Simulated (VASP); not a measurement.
# Sc (R-3m) in VASP: a series of runs, part 3 of 3

VASP 6.6.1. The steps go on from the part before.

## Step 5: Electric field gradients, LDA (shortest bond scaled by 0.58)

INCAR reads:

```
SYSTEM = Sc
  PREC = Accurate
  ENCUT = 520
  EDIFF = 1E-8
  ISMEAR = -1
  SIGMA = 0.05
  LREAL = .False.
  LASPH = .True.
  NELM = 80
  ALGO = Normal
  ISIF = 2
  LWAVE = .False.
  LCHARG = .False.
  LEFG = .True.
  NBANDS = 18
```

KPOINTS reads:

```
regular mesh
0
Gamma
  8 8 8
  0 0 0
```

POSCAR reads:

```
Sc
1.0
    0.0000000000      3.1385914680      3.1385914680
    3.1385914680      0.0000000000      3.1385914680
    3.1385914680      3.1385914680      0.0000000000
Sc
2
Direct
   -0.2825000000     -0.0725000000     -0.0725000000
    0.2825000000      0.0725000000      0.0725000000
```

Potentials or basis: VASP PAW LDA potentials, release 64 (Sc_sv).

Started as:

```bash
$ cat potpaw_LDA.64/Sc_sv/POTCAR > POTCAR
$ mpirun -np 1 vasp_std > vasp.out
```

OUTCAR:

```text
SYSTEM = Sc
   PREC = Accurate
   ENCUT = 520
   EDIFF = 1E-8
   ISMEAR = -1
   LREAL = .False.
   LASPH = .True.
   NELM = 80
   ISIF = 2

 ion  position               nearest neighbor table
   1  0.718  0.928  0.928-   2 1.58   2 3.28   2 3.28   2 3.28
   2  0.282  0.072  0.072-   1 1.58   1 3.28   1 3.28   1 3.28

 -----------------------------------------------------------------------------
|                                                                             |
|           W    W    AA    RRRRR   N    N  II  N    N   GGGG   !!!           |
|           W    W   A  A   R    R  NN   N  II  NN   N  G    G  !!!           |
|           W    W  A    A  R    R  N N  N  II  N N  N  G       !!!           |
|           W WW W  AAAAAA  RRRRR   N  N N  II  N  N N  G  GGG   !            |
|           WW  WW  A    A  R   R   N   NN  II  N   NN  G    G                |
|           W    W  A    A  R    R  N    N  II  N    N   GGGG   !!!           |
|                                                                             |
|     The distance between some ions is very small. Please check the          |
|     nearest-neighbor list in the OUTCAR file.                               |
|     I HOPE YOU KNOW WHAT YOU ARE DOING!                                     |
|                                                                             |
 -----------------------------------------------------------------------------

  LATTYP: Found a face centered cubic cell.
 ALAT       =     6.2771829360

  Lattice vectors:

 A1 = (   0.0000000000,   3.1385914680,   3.1385914680)
 A2 = (   3.1385914680,   0.0000000000,   3.1385914680)
 A3 = (   3.1385914680,   3.1385914680,   0.0000000000)

Analysis of symmetry for initial positions (statically):
=====================================================================
 Subroutine PRICEL returns:
 Original cell was already a primitive cell.

 Routine SETGRP: Setting up the symmetry group for a
 face centered cubic supercell.

 Subroutine GETGRP returns: Found 12 space group operations
 (whereof  4 operations were pure point group operations)
 out of a pool of 48 trial point group operations.

The static configuration has the point symmetry C_2h.
 The point group associated with its full space group is D_3d.

Analysis of symmetry for dynamics (positions and initial velocities):
=====================================================================
 Subroutine PRICEL returns:
 Original cell was already a primitive cell.

 Routine SETGRP: Setting up the symmetry group for a
 face centered cubic supercell.

 Subroutine GETGRP returns: Found 12 space group operations
 (whereof  4 operations were pure point group operations)
 out of a pool of 48 trial point group operations.

The dynamic configuration has the point symmetry C_2h.
 The point group associated with its full space group is D_3d.

 Subroutine INISYM returns: Found 12 space group operations
 (whereof  4 operations are pure point group operations),
 and found     1 'primitive' translations

----------------------------------------------------------------------------------------

                                     Primitive cell
[... 103 lines left out ...]
   NUPDOWN=      -1.0000    fix difference up-down
   EMIN   =  10.00;   EMAX   =-10.00  energy-range for DOS
   EFERMI =   0.00;   METHOD = LEGACY
   ISMEAR =    -1;   SIGMA  =   0.05  broadening in eV -4-tet -1-fermi 0-gaus
   EFERMI_NEDOS =   21; number of points for ismear=-14 and -15
   IALGO  =     38    algorithm
   IMIX   =      4    mixing-type and parameters
     AMIX     =   0.40;   BMIX     =  1.00
     AMIX_MAG =   1.60;   BMIX_MAG =  1.00
  volume/ion in A,a.u.               =      30.92       208.64
  Fermi-wavevector in a.u.,A,eV,Ry     =   1.160035  2.192147 18.309091  1.345680
  Thomas-Fermi vector in A             =   2.296621
   LORBIT       =      0    0 simple, 1 ext, 2 COOP (PROOUT), +10 PAW based schemes
   GGA     = CA    functional components
   LHFCALC =     F    Hartree Fock is set to
   AEXX    =    0.0000 exact exchange contribution
   IVDW    =     0    specifies the selected vdW correction
   LEPSILON=     F    determine dielectric tensor
   LRPA    =     F    only Hartree local field effects (RPA)
 non-spin polarized calculation
  energy-cutoff  :      520.00
  volume of cell :       61.83
 maximum number of plane-waves:      1687
 NGX is ok and might be reduce to    36
   NGX = 17   NGY = 17   NGZ = 17

 number of electron      22.0000002 magnetization

 Free energy of the ion-electron system (eV)
  ---------------------------------------------------
  ext. energy  EPLUGINS =         0.00000000
  ---------------------------------------------------
  free energy    TOTEN  =        -2.26741278 eV

  energy without entropy =       -2.21171379  energy(sigma->0) =       -2.23956328

 E-fermi :   1.4692     XC(G=0):  -8.6061

 val. band max:        1.4669049066   @ k =   0.0000  -0.1250   0.1250
 cond. band min:       1.4742720673   @ k =   0.3750   0.2500  -0.2500
 fundamental gap:      0.0073671607
 Fermi energy:         1.4692111687

 k-point     1 :       0.0000    0.0000    0.0000
  band No.  band energies     occupation
      1     -49.7217      2.00000
      2     -43.7465      2.00000
      3     -29.6650      2.00000
      4     -26.6579      2.00000
      5     -26.6579      2.00000
      6     -23.6800      2.00000
[... 481 lines left out ...]
      5     -26.6616      2.00000
      6     -23.6822      2.00000
[... 10 lines left out ...]
     17       6.0091      0.00000
     18       6.7235      0.00000

 [... further k-points ...]

------------------------ aborting loop because EDIFF is reached ----------------------------------------

  FORCE on cell =-STRESS in cart. coord.  units (eV):
  Direction    XX          YY          ZZ          XY          YZ          ZX
  --------------------------------------------------------------------------------------
  -------------------------------------------------------------------------------------
  Total       16.6447161     16.6447161     16.6447161    -19.9399910     19.9399910    -19.9399910
  in kB      431.2733378    431.2733378    431.2733378   -516.6556397    516.6556397   -516.6556397
  external PRESSURE =     431.2733378 kB  Pullay stress =       0.0000000 kB

 VOLUME and BASIS-vectors are now :
 -----------------------------------------------------------------------------
  energy-cutoff  :      520.00
  volume of cell :       61.83
      direct lattice vectors                 reciprocal lattice vectors
     0.000000000  3.138591468  3.138591468    -0.159307130  0.159307130  0.159307130
     3.138591468  0.000000000  3.138591468     0.159307130 -0.159307130  0.159307130
     3.138591468  3.138591468  0.000000000     0.159307130  0.159307130 -0.159307130

 POSITION                                       TOTAL-FORCE (eV/Angst)
 -----------------------------------------------------------------------------------
      5.82209      5.16298      5.16298       -21.699670     21.699670     21.699670
      0.45510      1.11420      1.11420        21.699670    -21.699670    -21.699670
 -----------------------------------------------------------------------------------
    total drift:                               -0.000000     -0.000000     -0.000000

  FREE ENERGIE OF THE ION-ELECTRON SYSTEM (eV)
  ---------------------------------------------------
  free  energy   TOTEN  =        -2.2674127772 eV

  energy  without entropy=       -2.2117137926  energy(sigma->0) =       -2.23956328

 Electric field gradients (V/A^2)
---------------------------------------------------------------------
 ion       V_xx      V_yy      V_zz      V_xy      V_xz      V_yz
---------------------------------------------------------------------
   1      -0.000     0.000     0.000    80.995    80.995   -80.996
   2      -0.000     0.000     0.000    80.995    80.995   -80.996
---------------------------------------------------------------------

 Electric field gradients after diagonalization (V/A^2)
 (convention: |V_zz| > |V_xx| > |V_yy|)
----------------------------------------------------------------------
 ion       V_xx      V_yy      V_zz     asymmetry (V_yy - V_xx)/ V_zz
----------------------------------------------------------------------
   1      80.996    80.995  -161.991       0.000
   2      80.996    80.995  -161.991       0.000
----------------------------------------------------------------------

           NMR quadrupolar parameters

 Cq : quadrupolar parameter    Cq=e*Q*V_zz/h
 eta: asymmetry parameters     (V_yy - V_xx)/ V_zz
 Q  : nuclear electric quadrupole moment in mb (millibarn)
----------------------------------------------------------------------
 ion       Cq(MHz)       eta       Q (mb)
----------------------------------------------------------------------
   1      -0.392       0.000       1.000
   2      -0.392       0.000       1.000
----------------------------------------------------------------------
```

It took 2.2 min on 1 thread of Intel Xeon 8259CL, shared host; peak memory 0.2 GiB.

What came out:

```yaml
Free_energy: -2.2674 eV
Pressure: 43.1 GPa
Largest_force: 37.585 eV/Å
Band_gap_on_the_k_mesh: zero (band 11 reaches 1.71 eV, above the bottom of band 12 at 1.01 eV)
```

Forces in eV/Å, atoms in the order of the input:
```
Sc  -21.700  21.700  21.700
Sc   21.700 -21.700 -21.700
```

Levels at points of the mesh, in eV from the Fermi level:
| k point | band 8 | band 9 | band 10 | band 11 | band 12 | band 13 | band 14 | band 15 |
| --- | --- | --- | --- | --- | --- | --- | --- | --- |
| (0.00, 0.00, 0.00) | -20.82 | -3.51 | 0.19 | 0.19 | 0.72 | 0.72 | 1.90 | 4.17 |
| (0.50, 0.00, 0.00) | -20.98 | -2.33 | -0.48 | -0.48 | -0.46 | 0.43 | 0.43 | 4.71 |
| (0.00, 0.50, 0.00) | -20.87 | -1.09 | -0.92 | 0.06 | 0.28 | 0.97 | 1.36 | 2.63 |
| (0.50, 0.50, 0.00) | -20.92 | -1.19 | -0.64 | -0.24 | 0.44 | 1.06 | 1.27 | 1.78 |

Electric field gradients, principal values (V/Å²):
| atom | least | middle | greatest (by size) |
| --- | --- | --- | --- |
| 1 Sc | 80.995 | 80.996 | -161.991 |
| 2 Sc | 80.995 | 80.996 | -161.991 |

Caveat: the cell differs from its parent crystal (shortest bond scaled by 0.58); without QUAD_EFG the Cq values of the log hold for a quadrupole moment of 1 mb, not for the nuclei; forces of over 1 eV/Å act on the atoms, so gaps and moduli don't describe the material at rest.
